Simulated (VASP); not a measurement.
# BaRe (Pm-3m) in VASP: notebook

BaRe is run at these levels: PBE; tasks: single point.

Everything below comes from runs of VASP 6.6.1. Logs are shortened: lines on timing, memory, paths and dates and some standing lists are left out, and cuts for length are marked.

## 1. The cell of the first run

The structure is cubic, space group Pm-3m (No. 221). The conventional cell has a = 3.772 Å, b = 3.772 Å, c = 3.772 Å, α = 90.00°, β = 90.00°, γ = 90.00°. Within 4.3 Å of Ba (site symmetry m-3m) lie 8 Re at 3.27 Å and 6 Ba at 3.77 Å. Re (site symmetry m-3m) has 8 Ba at 3.27 Å and 6 Re at 3.77 Å within 4.3 Å.

## 2. Single point, PBE (26.84 Å³/atom)

The input, INCAR:

```
SYSTEM = BaRe
  PREC = Accurate
  ENCUT = 560
  EDIFF = 1E-6
  ISMEAR = 0
  SIGMA = 0.05
  LREAL = .False.
  LASPH = .True.
  NELM = 120
  ALGO = Normal
  ISIF = 2
  LWAVE = .False.
  LCHARG = .True.
  GGA = PE
  LELF = .True.
  LVHAR = .True.
  NBANDS = 20
  GGA_COMPAT = .False.
```

The input, KPOINTS:

```
Automatic mesh
0
Gamma
  8 8 8
  0 0 0
```

The input, POSCAR:

```
BaRe
1.0
    3.7723407956      0.0000000000      0.0000000000
    0.0000000000      3.7723407956      0.0000000000
    0.0000000000      0.0000000000      3.7723407956
Ba Re
1 1
Direct
    0.0000000000      0.0000000000      0.0000000000
    0.5000000000      0.5000000000      0.5000000000
```

Potentials or basis: VASP PAW PBE potentials, release 64 (Ba_sv, Re_sv_GW).

The run is started by

```sh
$ cat potpaw_PBE.64/Ba_sv/POTCAR potpaw_PBE.64/Re_sv_GW/POTCAR > POTCAR
$ mpirun -np 1 vasp_std > vasp.out
```

OUTCAR:

```text
SYSTEM = BaRe
   PREC = Accurate
   ENCUT = 560
   EDIFF = 1E-6
   ISMEAR = 0
   LREAL = .False.
   LASPH = .True.
   NELM = 120
   ISIF = 2
   GGA = PE

 ion  position               nearest neighbor table
   1  0.000  0.000  0.000-   2 3.27   2 3.27   2 3.27   2 3.27   2 3.27   2 3.27   2 3.27   2 3.27

   2  0.500  0.500  0.500-   1 3.27   1 3.27   1 3.27   1 3.27   1 3.27   1 3.27   1 3.27   1 3.27

  LATTYP: Found a simple cubic cell.
 ALAT       =     3.7723407956

  Lattice vectors:

 A1 = (   3.7723407956,   0.0000000000,   0.0000000000)
 A2 = (   0.0000000000,   3.7723407956,   0.0000000000)
 A3 = (   0.0000000000,   0.0000000000,   3.7723407956)

Analysis of symmetry for initial positions (statically):
=====================================================================
 Subroutine PRICEL returns:
 Original cell was already a primitive cell.

 Routine SETGRP: Setting up the symmetry group for a
 simple cubic supercell.

 Subroutine GETGRP returns: Found 48 space group operations
 (whereof 48 operations were pure point group operations)
 out of a pool of 48 trial point group operations.

The static configuration has the point symmetry O_h .

Analysis of symmetry for dynamics (positions and initial velocities):
=====================================================================
 Subroutine PRICEL returns:
 Original cell was already a primitive cell.

 Routine SETGRP: Setting up the symmetry group for a
 simple cubic supercell.

 Subroutine GETGRP returns: Found 48 space group operations
 (whereof 48 operations were pure point group operations)
 out of a pool of 48 trial point group operations.

The dynamic configuration has the point symmetry O_h .

 Subroutine INISYM returns: Found 48 space group operations
 (whereof 48 operations are pure point group operations),
 and found     1 'primitive' translations

----------------------------------------------------------------------------------------

                                     Primitive cell

  volume of cell :      53.6825

  direct lattice vectors                    reciprocal lattice vectors
     3.772340796  0.000000000  0.000000000     0.265087396  0.000000000  0.000000000
     0.000000000  3.772340796  0.000000000     0.000000000  0.265087396  0.000000000
     0.000000000  0.000000000  3.772340796     0.000000000  0.000000000  0.265087396

  length of vectors
     3.772340796  3.772340796  3.772340796     0.265087396  0.265087396  0.265087396

  position of ions in fractional coordinates (direct lattice)
     0.000000000  0.000000000  0.000000000
     0.500000000  0.500000000  0.500000000

  ion indices of the primitive-cell ions
   primitive index   ion index
                 1           1
                 2           2

----------------------------------------------------------------------------------------

 KPOINTS: Automatic mesh

Automatic generation of k-mesh.
 Grid dimensions read from file:
 generate k-points for:    8    8    8

 Generating k-lattice:

  Cartesian coordinates                     Fractional coordinates (reciprocal lattice)
     0.033135925  0.000000000  0.000000000     0.125000000  0.000000000  0.000000000
     0.000000000  0.033135925  0.000000000     0.000000000  0.125000000  0.000000000
     0.000000000  0.000000000  0.033135925     0.000000000  0.000000000  0.125000000

  Length of vectors
     0.033135925  0.033135925  0.033135925

  Shift w.r.t. Gamma in fractional coordinates (k-lattice)
     0.000000000  0.000000000  0.000000000

 Subroutine IBZKPT returns following result:
 ===========================================

 Found     35 irreducible k-points:

 Following reciprocal coordinates:
            Coordinates               Weight
  0.000000  0.000000  0.000000      1.000000
  0.125000  0.000000  0.000000      6.000000
  0.250000  0.000000  0.000000      6.000000
  0.375000  0.000000  0.000000      6.000000
  0.500000  0.000000  0.000000      3.000000
  0.125000  0.125000  0.000000     12.000000
[... 16 lines left out ...]
  0.375000  0.375000  0.125000     24.000000
  0.500000  0.375000  0.125000     24.000000
 [... further k-points ...]
   k-points           NKPTS =     35   k-points in BZ     NKDIM =     35   number of bands    NBANDS=     20
   number of dos      NEDOS =    301   number of ions     NIONS =      2
   total plane-waves  NPLWV =  27000
   dimension x,y,z NGX =    30 NGY =   30 NGZ =   30
   dimension x,y,z NGXF=    60 NGYF=   60 NGZF=   60
   ions per type =               1   1
   NGX,Y,Z   is equivalent  to a cutoff of  13.22, 13.22, 13.22 a.u.
   NGXF,Y,Z  is equivalent  to a cutoff of  26.44, 26.44, 26.44 a.u.
 SYSTEM =  BaRe
   PREC   = accura    normal or accurate (medium, high low for compatibility)
   ISTART =      0    job   : 0-new  1-cont  2-samecut
   ICHARG =      2    charge: 1-file 2-atom 10-const
   ISPIN  =      1    spin polarized calculation?
   LNONCOLLINEAR =      F non collinear calculations
   LSORBIT =      F    spin-orbit coupling
   LASPH  =      T    aspherical Exc in radial PAW
   ENCUT  =  560.0 eV  41.16 Ry    6.42 a.u.   7.28  7.28  7.28*2*pi/ulx,y,z
   NELM   =    120;   NELMIN=  2; NELMDL= -5     # of ELM steps
   EDIFF  = 0.1E-05   stopping-criterion for ELM
   LREAL  =      F    real-space projection
   EDIFFG = 0.1E-04   stopping-criterion for IOM
   NSW    =      0    number of steps for IOM
   IBRION =     -1    ionic relax: 0-MD 1-quasi-New 2-CG
   NFREE  =      0    steps in history (QN), initial steepest desc. (CG)
   ISIF   =      2    stress and relaxation
   ISYM   =      2    0-nonsym 1-usesym 2-fastsym
   POTIM  = 0.5000    time-step for ionic-motion
   TEBEG  =    0.0;   TEEND  =   0.0 temperature during run
   PSTRESS=    0.0 pullay stress
   NELECT =      25.0000    total number of electrons
   NUPDOWN=      -1.0000    fix difference up-down
   EMIN   =  10.00;   EMAX   =-10.00  energy-range for DOS
   EFERMI =   0.00;   METHOD = LEGACY
   ISMEAR =     0;   SIGMA  =   0.05  broadening in eV -4-tet -1-fermi 0-gaus
   EFERMI_NEDOS =   21; number of points for ismear=-14 and -15
   IALGO  =     38    algorithm
   IMIX   =      4    mixing-type and parameters
     AMIX     =   0.40;   BMIX     =  1.00
     AMIX_MAG =   1.60;   BMIX_MAG =  1.00
  volume/ion in A,a.u.               =      26.84       181.13
  Fermi-wavevector in a.u.,A,eV,Ry     =   1.268948  2.397964 21.908505  1.610230
  Thomas-Fermi vector in A             =   2.402016
   LORBIT       =      0    0 simple, 1 ext, 2 COOP (PROOUT), +10 PAW based schemes
   GGA     = PE    functional components
   LHFCALC =     F    Hartree Fock is set to
   AEXX    =    0.0000 exact exchange contribution
   IVDW    =     0    specifies the selected vdW correction
   LEPSILON=     F    determine dielectric tensor
   LRPA    =     F    only Hartree local field effects (RPA)
 non-spin polarized calculation
 Gauss-broadening in eV      SIGMA  =   0.05
  energy-cutoff  :      560.00
  volume of cell :       53.68
 maximum number of plane-waves:      1640
 NGX is ok and might be reduce to    30
   NGX = 15   NGY = 15   NGZ = 15

 number of electron      25.0000001 magnetization

 Free energy of the ion-electron system (eV)
  ---------------------------------------------------
  ext. energy  EPLUGINS =         0.00000000
  ---------------------------------------------------
  free energy    TOTEN  =       -11.75388586 eV

  energy without entropy =      -11.74502191  energy(sigma->0) =      -11.74945389

 E-fermi :   5.0547     XC(G=0): -10.7294

 val. band max:        5.0479829981   @ k =   0.5000   0.3750   0.3750
 cond. band min:       5.0564495484   @ k =   0.1250   0.1250   0.0000
 fundamental gap:      0.0084665503
 Fermi energy:         5.0547169152

 k-point     1 :       0.0000    0.0000    0.0000
  band No.  band energies     occupation
      1     -74.2201      2.00000
      2     -36.0485      2.00000
      3     -36.0485      2.00000
      4     -36.0485      2.00000
      5     -21.5773      2.00000
      6      -6.4137      2.00000
[... 12 lines left out ...]
     19      13.0520      0.00000
     20      13.4692      0.00000

 k-point     2 :       0.1250    0.0000    0.0000
  band No.  band energies     occupation
      1     -74.2203      2.00000
      2     -36.0522      2.00000
      3     -36.0486      2.00000
      4     -36.0486      2.00000
      5     -21.5582      2.00000
      6      -6.6609      2.00000
[... 12 lines left out ...]
     19      12.2860      0.00000
     20      13.2711      0.00000

 k-point     3 :       0.2500    0.0000    0.0000
  band No.  band energies     occupation
      1     -74.2202      2.00000
      2     -36.0591      2.00000
      3     -36.0481      2.00000
      4     -36.0481      2.00000
      5     -21.5116      2.00000
      6      -7.1884      2.00000
[... 12 lines left out ...]
     19      11.7763      0.00000
     20      12.8175      0.00000

 k-point     4 :       0.3750    0.0000    0.0000
  band No.  band energies     occupation
      1     -74.2200      2.00000
      2     -36.0662      2.00000
      3     -36.0475      2.00000
      4     -36.0475      2.00000
      5     -21.4642      2.00000
      6      -7.6468      2.00000
[... 12 lines left out ...]
     19      12.3896      0.00000
     20      13.0427      0.00000

 k-point     5 :       0.5000    0.0000    0.0000
  band No.  band energies     occupation
      1     -74.2201      2.00000
      2     -36.0694      2.00000
      3     -36.0473      2.00000
      4     -36.0473      2.00000
      5     -21.4442      2.00000
      6      -7.8217      2.00000
[... 12 lines left out ...]
     19      12.2179      0.00000
     20      14.4255      0.00000
[... 353 lines left out ...]
      6      -7.4444      2.00000
[... 12 lines left out ...]
     19      11.8839      0.00000
     20      14.4315      0.00000

 k-point    22 :       0.5000    0.2500    0.1250
  band No.  band energies     occupation
      1     -74.2198      2.00000
      2     -36.0677      2.00000
      3     -36.0567      2.00000
      4     -36.0494      2.00000
      5     -21.3809      2.00000
      6      -7.5968      2.00000
[... 12 lines left out ...]
     19      12.3489      0.00000
     20      14.5873      0.00000

 k-point    23 :       0.3750    0.3750    0.1250
  band No.  band energies     occupation
      1     -74.2197      2.00000
      2     -36.0640      2.00000
      3     -36.0638      2.00000
      4     -36.0490      2.00000
      5     -21.3609      2.00000
      6      -7.3568      2.00000
[... 12 lines left out ...]
     19      12.2855      0.00000
     20      14.4059      0.00000

 k-point    24 :       0.5000    0.3750    0.1250
  band No.  band energies     occupation
      1     -74.2198      2.00000
      2     -36.0669      2.00000
      3     -36.0637      2.00000
      4     -36.0488      2.00000
      5     -21.3454      2.00000
      6      -7.4691      2.00000
[... 12 lines left out ...]
     19      12.7682      0.00000
     20      14.1141      0.00000

 [... further k-points ...]

------------------------ aborting loop because EDIFF is reached ----------------------------------------

  FORCE on cell =-STRESS in cart. coord.  units (eV):
  Direction    XX          YY          ZZ          XY          YZ          ZX
  --------------------------------------------------------------------------------------
  -------------------------------------------------------------------------------------
  Total       -0.1984904     -0.1984904     -0.1984904     -0.0000000     -0.0000000      0.0000000
  in kB       -5.9240312     -5.9240312     -5.9240312     -0.0000000     -0.0000000      0.0000000
  external PRESSURE =      -5.9240312 kB  Pullay stress =       0.0000000 kB

 VOLUME and BASIS-vectors are now :
 -----------------------------------------------------------------------------
  energy-cutoff  :      560.00
  volume of cell :       53.68
      direct lattice vectors                 reciprocal lattice vectors
     3.772340796  0.000000000  0.000000000     0.265087396  0.000000000  0.000000000
     0.000000000  3.772340796  0.000000000     0.000000000  0.265087396  0.000000000
     0.000000000  0.000000000  3.772340796     0.000000000  0.000000000  0.265087396

 POSITION                                       TOTAL-FORCE (eV/Angst)
 -----------------------------------------------------------------------------------
      0.00000      0.00000      0.00000         0.000000      0.000000      0.000000
      1.88617      1.88617      1.88617         0.000000      0.000000      0.000000
 -----------------------------------------------------------------------------------
    total drift:                                0.000000      0.000000      0.000000

  FREE ENERGIE OF THE ION-ELECTRON SYSTEM (eV)
  ---------------------------------------------------
  free  energy   TOTEN  =       -11.7538858625 eV

  energy  without entropy=      -11.7450219148  energy(sigma->0) =      -11.74945389
```

Wall time 21 s (1 thread of Intel Xeon 6975P-C (Granite Rapids), shared host); peak memory 0.2 GiB.

What came out:

- Free energy: -11.7539 eV
- Pressure: -0.6 GPa
- Band gap on the k mesh: zero (an odd number of electrons rules out a gap without spin polarisation)

Caveat: spin-orbit coupling is left out, which moves the levels of the heavy elements.

## 3. Single point, PBE (25.29 Å³/atom)

This run uses another cell than the first one, of 25.29 Å³/atom.

The input, INCAR:

```
  PREC = Accurate
  ENCUT = 560
  EDIFF = 1E-6
  ISMEAR = 0
  SIGMA = 0.05
  LREAL = F
  LASPH = T
  NELM = 120
  ALGO = Normal
  ISIF = 2
  LWAVE = F
  LCHARG = T
  GGA = PE
  LELF = T
  LVHAR = T
  NBANDS = 20
  GGA_COMPAT = F
```

The input, KPOINTS:

```
Automatic mesh
0
Gamma
  8 8 8
```

The input, POSCAR:

```
BaRe
1.0
    3.6983541732      0.0000000000      0.0000000000
    0.0000000000      3.6983541732      0.0000000000
    0.0000000000      0.0000000000      3.6983541732
Ba Re
1 1
Direct
    0.0000000000      0.0000000000      0.0000000000
    0.5000000000      0.5000000000      0.5000000000
```

Potentials or basis: VASP PAW PBE potentials, release 64 (Ba_sv, Re_sv_GW).

The run is started by

```sh
$ cat potpaw_PBE.64/Ba_sv/POTCAR potpaw_PBE.64/Re_sv_GW/POTCAR > POTCAR
$ mpirun -np 1 vasp_std > vasp.out
```

OUTCAR:

```text
PREC = Accurate
   ENCUT = 560
   EDIFF = 1E-6
   ISMEAR = 0
   LREAL = F
   LASPH = T
   NELM = 120
   ISIF = 2
   GGA = PE

 ion  position               nearest neighbor table
   1  0.000  0.000  0.000-   2 3.20   2 3.20   2 3.20   2 3.20   2 3.20   2 3.20   2 3.20   2 3.20

   2  0.500  0.500  0.500-   1 3.20   1 3.20   1 3.20   1 3.20   1 3.20   1 3.20   1 3.20   1 3.20

  LATTYP: Found a simple cubic cell.
 ALAT       =     3.6983541732

  Lattice vectors:

[... 737 lines left out ...]

 [... further k-points ...]

------------------------ aborting loop because EDIFF is reached ----------------------------------------

  FORCE on cell =-STRESS in cart. coord.  units (eV):
  Direction    XX          YY          ZZ          XY          YZ          ZX
  --------------------------------------------------------------------------------------
  -------------------------------------------------------------------------------------
  Total        0.7579316      0.7579316      0.7579316      0.0000000      0.0000000     -0.0000000
  in kB       24.0057394     24.0057394     24.0057394      0.0000000      0.0000000     -0.0000000
  external PRESSURE =      24.0057394 kB  Pullay stress =       0.0000000 kB

 VOLUME and BASIS-vectors are now :
 -----------------------------------------------------------------------------
  energy-cutoff  :      560.00
  volume of cell :       50.59
      direct lattice vectors                 reciprocal lattice vectors
     3.698354173  0.000000000  0.000000000     0.270390545  0.000000000  0.000000000
     0.000000000  3.698354173  0.000000000     0.000000000  0.270390545  0.000000000
     0.000000000  0.000000000  3.698354173     0.000000000  0.000000000  0.270390545

 POSITION                                       TOTAL-FORCE (eV/Angst)
 -----------------------------------------------------------------------------------
      0.00000      0.00000      0.00000         0.000000      0.000000      0.000000
      1.84918      1.84918      1.84918         0.000000      0.000000      0.000000
 -----------------------------------------------------------------------------------
    total drift:                                0.000000      0.000000      0.000000

  FREE ENERGIE OF THE ION-ELECTRON SYSTEM (eV)
  ---------------------------------------------------
  free  energy   TOTEN  =       -11.7302825992 eV

  energy  without entropy=      -11.7213797932  energy(sigma->0) =      -11.72583120
```

Wall time 17 s (1 thread of Intel Xeon 6975P-C (Granite Rapids), shared host); peak memory 0.2 GiB.

Results:

```yaml
Free_energy: -11.7303 eV
Pressure: 2.4 GPa
Band_gap_on_the_k_mesh: zero (an odd number of electrons rules out a gap without spin polarisation)
```

Levels at points of the mesh, in eV from the Fermi level:
```
           k point  band 9  band 10  band 11  band 12  band 13  band 14  band 15  band 16
(0.00, 0.00, 0.00)   -4.36    -2.60    -2.60    -0.04    -0.04    -0.04     4.22     4.22
(0.50, 0.00, 0.00)   -1.60    -1.07    -0.40     0.15     0.15     0.33     1.45     1.79
(0.50, 0.50, 0.00)   -3.59    -1.82    -1.16    -1.16     1.17     1.17     3.84     3.84
(0.50, 0.50, 0.50)   -0.26    -0.26    -0.26     0.13     0.13     0.13     1.23     1.23
```

Caveat: spin-orbit coupling is left out, which moves the levels of the heavy elements.

## 4. Single point, PBE (24.78 Å³/atom)

This run uses another cell than the first one, of 24.78 Å³/atom.

The input, INCAR:

```
SYSTEM = BaRe
PREC = Accurate ; ENCUT = 560
EDIFF = 1E-6 ; ISMEAR = 0
SIGMA = 0.05 ; LREAL = .False.
LASPH = .True. ; NELM = 120
ALGO = Normal ; ISIF = 2
LWAVE = .False. ; LCHARG = .False.
GGA = PE ; NBANDS = 20
GGA_COMPAT = .False.
```

The input, KPOINTS:

```
regular mesh
0
Gamma
  8 8 8
  0 0 0
```

The input, POSCAR:

```
BaRe
1.0
    3.6730221852      0.0000000000      0.0000000000
    0.0000000000      3.6730221852      0.0000000000
    0.0000000000      0.0000000000      3.6730221852
Ba Re
1 1
Direct
    0.0000000000      0.0000000000      0.0000000000
    0.5000000000      0.5000000000      0.5000000000
```

The run is started by

```sh
$ cat potpaw_PBE.64/Ba_sv/POTCAR potpaw_PBE.64/Re_sv_GW/POTCAR > POTCAR
$ mpirun -np 1 vasp_std > vasp.out
```

Wall time 16 s (1 thread of Intel Xeon 6975P-C (Granite Rapids), shared host); peak memory 0.19 GiB.

The run converged. Its results:

```
Free energy            : -11.7083 eV
Pressure               : 3.6 GPa
Band gap on the k mesh : zero (an odd number of electrons rules out a gap without spin polarisation)
```

Levels at points of the mesh, in eV from the Fermi level:
| k point | band 10 | band 11 | band 12 | band 13 | band 14 | band 15 |
| --- | --- | --- | --- | --- | --- | --- |
| (0.00, 0.00, 0.00) | -2.71 | -2.71 | -0.06 | -0.06 | -0.06 | 4.26 |
| (0.50, 0.00, 0.00) | -1.01 | -0.39 | 0.16 | 0.16 | 0.32 | 1.51 |
| (0.50, 0.50, 0.00) | -1.87 | -1.22 | -1.22 | 1.19 | 1.20 | 3.94 |
| (0.50, 0.50, 0.50) | -0.31 | -0.31 | 0.16 | 0.16 | 0.16 | 1.26 |

Caveat: the cell stands under pressure; spin-orbit coupling is left out, which moves the levels of the heavy elements.

## 5. Summary

| cell | gap on the mesh (eV) | pressure (GPa) |
| --- | --- | --- |
| a = 3.772 Å, 2 atoms | none | -0.6 |
| a = 3.698 Å, 2 atoms | none | 2.4 |
| a = 3.673 Å, 2 atoms | none | 3.6 |

Alike in all rows: task single point; level PBE; potentials or basis VASP PAW PBE potentials, release 64 (Ba_sv, Re_sv_GW); no spin polarisation; k mesh 8 × 8 × 8; cutoff (eV) 560; smearing gaussian 0.05 eV.

Caveats: spin-orbit coupling is left out, which moves the levels of the heavy elements; the cell stands under pressure (at least some runs).

Absolute energies hang on the potentials; compare differences alone.
